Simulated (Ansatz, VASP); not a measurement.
MgCd2SeS2: VASP beside Ansatz

```xyz
6
Lattice="5.3523 0.0000 0.0000 0.0000 5.3523 0.0000 0.0000 0.0000 5.2465" Properties=species:S:1:pos:R:3 pbc="T T T"
Mg    0.0000    0.0000    0.0000
Cd    0.0000    2.6762    2.6232
Cd    2.6762    0.0000    2.6232
Se    0.0000    0.0000    2.6232
S     2.6762    2.6762    3.9669
S     2.6762    2.6762    1.2795
```

Change from the starting cell: species swapped into the CeCr2Si2C type (P4/mmm, No. 123).

Alike in both runs: functional PBE; k mesh 4 × 4 × 4; occupations gaussian, width 0.1 eV; no spin polarisation.

Ansatz relaxed the structure, and its values are those at the end. VASP's run is a single point on that final structure, the one shown.

|  | VASP | Ansatz |
| --- | --- | --- |
| version | VASP 6.6.1 | Ansatz 0.2.0 |
| potentials or method | VASP PAW PBE potentials, release 64 (Mg, Cd, Se, S), cutoff 520 eV | scalar-relativistic, plane waves, PAW |
| valence electrons in the cell | 44 | 78 |

Ansatz gave:

| Property | Result |
| --- | --- |
| gap on the k mesh at the Fermi level (eV) | none |
| pressure (GPa) | 0.0 |
| rms of the force components (eV/Å) | 0.001 |

Task: Which values does VASP return?

Result: gap on the k mesh at the Fermi level (eV): none; pressure (GPa): 0.2; rms of the force components (eV/Å): 0.004.

A gap of «none» marks a metal or a gap that the smearing closes. The functional is the same, so the differences come from potentials, cutoffs and numerics. VASP's potentials hold 44 valence electrons a cell and Ansatz's 78, so a difference there can come from the potentials and not from the codes.
